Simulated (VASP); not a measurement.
# CdSe (F-43m) in VASP: single point with HSE06

Aim: the single point of CdSe with HSE06.

Everything below comes from runs of VASP 6.6.1. Logs are shortened: lines on timing, memory, paths and dates and some standing lists are left out, and cuts for length are marked.

## 1. The cell of the first run

It takes space group F-43m (No. 216, cubic). The conventional cell has a = 6.136 Å, b = 6.136 Å, c = 6.136 Å, α = 90.00°, β = 90.00°, γ = 90.00°. Cd (site symmetry -43m) has 4 Se at 2.66 Å within 3.5 Å. Se (site symmetry -43m) has 4 Cd at 2.66 Å within 3.5 Å.

## 2. Single point, HSE06

File POSCAR:

```
CdSe
1.0
    0.0000000000      3.0677809642      3.0677809642
    3.0677809642      0.0000000000      3.0677809642
    3.0677809642      3.0677809642      0.0000000000
Cd Se
1 1
Direct
    0.0000000000      0.0000000000      0.0000000000
    0.2500000000      0.2500000000      0.2500000000
```

File INCAR.step1:

```
SYSTEM = CdSe
  PREC = Accurate
  ENCUT = 520
  EDIFF = 1E-5
  ISMEAR = 0
  SIGMA = 0.01
  LREAL = .FALSE.
  LASPH = .TRUE.
  NELM = 60
  ALGO = Normal
  ISIF = 2
  LWAVE = .TRUE.
  LCHARG = .FALSE.
  NBANDS = 16
  GGA = PE
```

File INCAR.step2:

```
SYSTEM = CdSe
  PREC = Accurate
  ENCUT = 520
  EDIFF = 1E-7
  ISMEAR = 0
  SIGMA = 0.01
  LREAL = .FALSE.
  LASPH = .TRUE.
  NELM = 60
  ALGO = Normal
  ISIF = 2
  LWAVE = .FALSE.
  LCHARG = .FALSE.
  GGA = PE
  LHFCALC = .TRUE.
  HFSCREEN = 0.2079
  PRECFOCK = Normal
  NBANDS = 16
  ISTART = 1
```

File KPOINTS:

```
Automatic mesh
0
G
  6 6 6
  0 0 0
```

Potentials or basis: VASP PAW PBE potentials, release 64 (Cd, Se).

Launch:

```console
$ cat potpaw_PBE.64/Cd/POTCAR potpaw_PBE.64/Se/POTCAR > POTCAR
$ cp INCAR.step1 INCAR
$ mpirun -np 1 vasp_std > vasp.out
$ cp INCAR.step2 INCAR
$ mpirun -np 1 vasp_std > vasp.out
```

OUTCAR:

```text
SYSTEM = CdSe
   PREC = Accurate
   ENCUT = 520
   EDIFF = 1E-7
   ISMEAR = 0
   LREAL = .FALSE.
   LASPH = .TRUE.
   NELM = 60
   ISIF = 2
   GGA = PE
   LHFCALC = .TRUE.
   HFSCREEN = 0.2079
   PRECFOCK = Normal
   ISTART = 1

 ion  position               nearest neighbor table
   1  0.000  0.000  0.000-   2 2.66   2 2.66   2 2.66   2 2.66
   2  0.250  0.250  0.250-   1 2.66   1 2.66   1 2.66   1 2.66

  LATTYP: Found a face centered cubic cell.
 ALAT       =     6.1355619284

  Lattice vectors:

 A1 = (   0.0000000000,   3.0677809642,   3.0677809642)
 A2 = (   3.0677809642,   0.0000000000,   3.0677809642)
 A3 = (   3.0677809642,   3.0677809642,   0.0000000000)

Analysis of symmetry for initial positions (statically):
=====================================================================
 Subroutine PRICEL returns:
 Original cell was already a primitive cell.

 Routine SETGRP: Setting up the symmetry group for a
 face centered cubic supercell.

 Subroutine GETGRP returns: Found 24 space group operations
 (whereof 24 operations were pure point group operations)
 out of a pool of 48 trial point group operations.

The static configuration has the point symmetry T_d .

Analysis of symmetry for dynamics (positions and initial velocities):
=====================================================================
 Subroutine PRICEL returns:
 Original cell was already a primitive cell.

 Routine SETGRP: Setting up the symmetry group for a
 face centered cubic supercell.

 Subroutine GETGRP returns: Found 24 space group operations
 (whereof 24 operations were pure point group operations)
 out of a pool of 48 trial point group operations.

The dynamic configuration has the point symmetry T_d .

 Subroutine INISYM returns: Found 24 space group operations
 (whereof 24 operations are pure point group operations),
 and found     1 'primitive' translations

----------------------------------------------------------------------------------------

                                     Primitive cell

  volume of cell :      57.7435

  direct lattice vectors                    reciprocal lattice vectors
     0.000000000  3.067780964  3.067780964    -0.162984257  0.162984257  0.162984257
     3.067780964  0.000000000  3.067780964     0.162984257 -0.162984257  0.162984257
     3.067780964  3.067780964  0.000000000     0.162984257  0.162984257 -0.162984257

  length of vectors
     4.338497446  4.338497446  4.338497446     0.282297013  0.282297013  0.282297013

  position of ions in fractional coordinates (direct lattice)
     0.000000000  0.000000000  0.000000000
     0.250000000  0.250000000  0.250000000

  ion indices of the primitive-cell ions
   primitive index   ion index
                 1           1
                 2           2

----------------------------------------------------------------------------------------

 KPOINTS: Automatic mesh

Automatic generation of k-mesh.
 Grid dimensions read from file:
 generate k-points for:    6    6    6

 Generating k-lattice:

  Cartesian coordinates                     Fractional coordinates (reciprocal lattice)
    -0.027164043  0.027164043  0.027164043     0.166666667  0.000000000  0.000000000
     0.027164043 -0.027164043  0.027164043     0.000000000  0.166666667  0.000000000
     0.027164043  0.027164043 -0.027164043     0.000000000  0.000000000  0.166666667

  Length of vectors
     0.047049502  0.047049502  0.047049502

  Shift w.r.t. Gamma in fractional coordinates (k-lattice)
     0.000000000  0.000000000  0.000000000

 Subroutine IBZKPT returns following result:
 ===========================================

 Found     16 irreducible k-points:

 Following reciprocal coordinates:
            Coordinates               Weight
  0.000000  0.000000  0.000000      1.000000
  0.166667  0.000000  0.000000      8.000000
  0.333333  0.000000  0.000000      8.000000
  0.500000  0.000000  0.000000      4.000000
  0.166667  0.166667  0.000000      6.000000
  0.333333  0.166667  0.000000     24.000000
[... 8 lines left out ...]
 -0.333333  0.333333  0.166667     24.000000
 -0.333333  0.500000  0.166667     12.000000
   k-points           NKPTS =     16   k-points in BZ     NKDIM =    216   number of bands    NBANDS=     16
   number of dos      NEDOS =    301   number of ions     NIONS =      2
   total plane-waves  NPLWV =  32768
   dimension x,y,z NGX =    32 NGY =   32 NGZ =   32
   dimension x,y,z NGXF=    64 NGYF=   64 NGZF=   64
   ions per type =               1   1
   NGX,Y,Z   is equivalent  to a cutoff of  12.26, 12.26, 12.26 a.u.
   NGXF,Y,Z  is equivalent  to a cutoff of  24.52, 24.52, 24.52 a.u.
 SYSTEM =  CdSe
   PREC   = accura    normal or accurate (medium, high low for compatibility)
   ISTART =      1    job   : 0-new  1-cont  2-samecut
   ICHARG =      0    charge: 1-file 2-atom 10-const
   ISPIN  =      1    spin polarized calculation?
   LNONCOLLINEAR =      F non collinear calculations
   LSORBIT =      F    spin-orbit coupling
   LASPH  =      T    aspherical Exc in radial PAW
   ENCUT  =  520.0 eV  38.22 Ry    6.18 a.u.   8.07  8.07  8.07*2*pi/ulx,y,z
   NELM   =     60;   NELMIN=  2; NELMDL=  0     # of ELM steps
   EDIFF  = 0.1E-06   stopping-criterion for ELM
   LREAL  =      F    real-space projection
   EDIFFG = 0.1E-05   stopping-criterion for IOM
   NSW    =      0    number of steps for IOM
   IBRION =     -1    ionic relax: 0-MD 1-quasi-New 2-CG
   NFREE  =      0    steps in history (QN), initial steepest desc. (CG)
   ISIF   =      2    stress and relaxation
   ISYM   =      3    0-nonsym 1-usesym 2-fastsym
   POTIM  = 0.5000    time-step for ionic-motion
   TEBEG  =    0.0;   TEEND  =   0.0 temperature during run
   PSTRESS=    0.0 pullay stress
   NELECT =      18.0000    total number of electrons
   NUPDOWN=      -1.0000    fix difference up-down
   EMIN   =  10.00;   EMAX   =-10.00  energy-range for DOS
   EFERMI =   0.00;   METHOD = LEGACY
   ISMEAR =     0;   SIGMA  =   0.01  broadening in eV -4-tet -1-fermi 0-gaus
   EFERMI_NEDOS =   21; number of points for ismear=-14 and -15
   IALGO  =     38    algorithm
   IMIX   =      1    mixing-type and parameters
     AMIX     =   0.40;   BMIX     =  1.00
     AMIX_MAG =   1.60;   BMIX_MAG =  1.00
  volume/ion in A,a.u.               =      28.87       194.84
  Fermi-wavevector in a.u.,A,eV,Ry     =   1.110021  2.097636 16.764382  1.232147
  Thomas-Fermi vector in A             =   2.246568
   LORBIT       =      0    0 simple, 1 ext, 2 COOP (PROOUT), +10 PAW based schemes
   GGA     = PE    functional components
   LHFCALC =     T    Hartree Fock is set to
   PRECFOCK=normal    Normal, Fast or Accurate (Low or Medium for compatibility)
   ENCUT4O =  -1.0   cutoff for four orbital integrals eV
   NKREDX  =     1    reduce k-point grid by
   NKREDY  =     1    reduce k-point grid by
   NKREDZ  =     1    reduce k-point grid by
   AEXX    =    0.2500 exact exchange contribution
   HFSCREEN=    0.2079 screening length (either q_TF or 0.3 A-1)
   HFSCREENC=   0.2079 screening length for correlation (either q_TF or 0.3 A-1)
   ENCUTFOCK=  -1.0 apply spherical cutoff to Coloumb kernel
   IVDW    =     0    specifies the selected vdW correction
   LEPSILON=     F    determine dielectric tensor
   LRPA    =     F    only Hartree local field effects (RPA)
 non-spin polarized calculation
 Gauss-broadening in eV      SIGMA  =   0.01
  energy-cutoff  :      520.00
  volume of cell :       57.74
 maximum number of plane-waves:      1588
  NGX = 28; NGY = 28; NGZ = 28

 number of electron      18.0000008 magnetization

 Free energy of the ion-electron system (eV)
  ---------------------------------------------------
  ext. energy  EPLUGINS =         0.00000000
  ---------------------------------------------------
  free energy    TOTEN  =        -6.84682549 eV

  energy without entropy =       -6.84682549  energy(sigma->0) =       -6.84682549

 E-fermi :   0.2752     XC(G=0):  -7.2972

 val. band max:        0.1442231121   @ k =   0.0000   0.0000   0.0000
 cond. band min:       1.6301701411   @ k =   0.0000   0.0000   0.0000
 fundamental gap:      1.4859470290
 Fermi energy:         0.2751694203

 k-point     1 :       0.0000    0.0000    0.0000
  band No.  band energies     occupation
      1     -13.4057      2.00000
      2      -8.9130      2.00000
      3      -8.9130      2.00000
      4      -8.9130      2.00000
      5      -8.5646      2.00000
      6      -8.5646      2.00000
[... 8 lines left out ...]
     15      12.3258      0.00000
     16      12.3258      0.00000

 k-point     2 :       0.1667    0.0000    0.0000
  band No.  band energies     occupation
      1     -13.3108      2.00000
      2      -8.8866      2.00000
      3      -8.8866      2.00000
      4      -8.8164      2.00000
      5      -8.5654      2.00000
      6      -8.5654      2.00000
[... 8 lines left out ...]
     15      11.3041      0.00000
     16      11.7212      0.00000

 k-point     3 :       0.3333    0.0000    0.0000
  band No.  band energies     occupation
      1     -13.1201      2.00000
      2      -8.8421      2.00000
      3      -8.8421      2.00000
      4      -8.5566      2.00000
      5      -8.5566      2.00000
      6      -8.5091      2.00000
[... 8 lines left out ...]
     15      11.7783      0.00000
     16      11.7783      0.00000

 k-point     4 :       0.5000    0.0000    0.0000
  band No.  band energies     occupation
      1     -13.0252      2.00000
      2      -8.8256      2.00000
      3      -8.8255      2.00000
      4      -8.5454      2.00000
      5      -8.5454      2.00000
      6      -8.2512      2.00000
[... 8 lines left out ...]
     15      13.4587      0.00000
     16      13.4587      0.00000

 k-point     5 :       0.1667    0.1667    0.0000
  band No.  band energies     occupation
      1     -13.2795      2.00000
      2      -8.8595      2.00000
      3      -8.8595      2.00000
      4      -8.8231      2.00000
      5      -8.5786      2.00000
      6      -8.5518      2.00000
[... 8 lines left out ...]
     15      12.5790      0.00000
     16      13.0133      0.00000

 k-point     6 :       0.3333    0.1667    0.0000
  band No.  band energies     occupation
      1     -13.1218      2.00000
      2      -8.8260      2.00000
      3      -8.8081      2.00000
      4      -8.6481      2.00000
      5      -8.5410      2.00000
      6      -8.5211      2.00000
[... 8 lines left out ...]
     15      12.7600      0.00000
     16      13.0269      0.00000
[... 115 lines left out ...]
 k-point    13 :       0.5000    0.5000    0.0000
  band No.  band energies     occupation
      1     -12.9073      2.00000
      2      -8.7137      2.00000
      3      -8.6778      2.00000
      4      -8.6778      2.00000
      5      -8.5135      2.00000
      6      -8.1683      2.00000
[... 8 lines left out ...]
     15      13.7348      0.00000
     16      14.6674      0.00000

 k-point    14 :       0.5000    0.3333    0.1667
  band No.  band energies     occupation
      1     -12.9982      2.00000
      2      -8.7792      2.00000
      3      -8.7681      2.00000
      4      -8.6215      2.00000
      5      -8.5416      2.00000
      6      -8.2928      2.00000
[... 8 lines left out ...]
     15      13.4236      0.00000
     16      14.4470      0.00000

 k-point    15 :      -0.3333    0.3333    0.1667
  band No.  band energies     occupation
      1     -12.9377      2.00000
      2      -8.7703      2.00000
      3      -8.7461      2.00000
      4      -8.5944      2.00000
      5      -8.5546      2.00000
      6      -8.1124      2.00000
[... 8 lines left out ...]
     15      13.1412      0.00000
     16      14.3580      0.00000

 k-point    16 :      -0.3333    0.5000    0.1667
  band No.  band energies     occupation
      1     -12.9081      2.00000
      2      -8.7307      2.00000
      3      -8.7271      2.00000
      4      -8.6242      2.00000
      5      -8.5401      2.00000
      6      -8.0833      2.00000
[... 8 lines left out ...]
     15      14.0760      0.00000
     16      14.3003      0.00000

------------------------ aborting loop because EDIFF is reached ----------------------------------------

  FORCE on cell =-STRESS in cart. coord.  units (eV):
  Direction    XX          YY          ZZ          XY          YZ          ZX
  --------------------------------------------------------------------------------------
  -------------------------------------------------------------------------------------
  Total        0.1407530      0.1407530      0.1407530      0.0000000      0.0000000      0.0000000
  in kB        3.9053967      3.9053967      3.9053967      0.0000000      0.0000000      0.0000000
  external PRESSURE =       3.9053967 kB  Pullay stress =       0.0000000 kB

 VOLUME and BASIS-vectors are now :
 -----------------------------------------------------------------------------
  energy-cutoff  :      520.00
  volume of cell :       57.74
      direct lattice vectors                 reciprocal lattice vectors
     0.000000000  3.067780964  3.067780964    -0.162984257  0.162984257  0.162984257
     3.067780964  0.000000000  3.067780964     0.162984257 -0.162984257  0.162984257
     3.067780964  3.067780964  0.000000000     0.162984257  0.162984257 -0.162984257

 POSITION                                       TOTAL-FORCE (eV/Angst)
 -----------------------------------------------------------------------------------
      0.00000      0.00000      0.00000        -0.000000      0.000000     -0.000000
      1.53389      1.53389      1.53389         0.000000     -0.000000      0.000000
 -----------------------------------------------------------------------------------
    total drift:                                0.000016      0.000018      0.000012

  FREE ENERGIE OF THE ION-ELECTRON SYSTEM (eV)
  ---------------------------------------------------
  free  energy   TOTEN  =        -6.8468254939 eV

  energy  without entropy=       -6.8468254939  energy(sigma->0) =       -6.84682549
```

Run time: 83 min. Hardware: 1 thread of Intel Xeon Platinum 8124M at 3.00GHz (Skylake/Cascade Lake), shared host; peak memory 0.32 GiB.

Results:

| Property | Result |
| --- | --- |
| Free energy | -6.8468 eV |
| Pressure | 0.4 GPa |
| Band gap on the k mesh | 1.49 eV |

Levels at points of the mesh, in eV from the valence-band top:
```
           k point  band 5  band 6  band 7  band 8  band 9  band 10  band 11  band 12  band 13  band 14
(0.00, 0.00, 0.00)   -8.71   -8.71    0.00    0.00    0.00     1.49     6.98     6.98     6.98    10.89
(0.50, 0.00, 0.00)   -8.69   -8.40   -4.51   -0.76   -0.76     3.34     7.46     7.46     8.42    11.11
(0.50, 0.50, 0.00)   -8.66   -8.31   -4.22   -1.89   -1.89     4.00     4.72    10.20    11.43    11.43
```

Caveat: the structure was generated, so it needn't be the stable form of CdSe; the PAW data sets were made with another functional, which shifts forces and pressure a little.
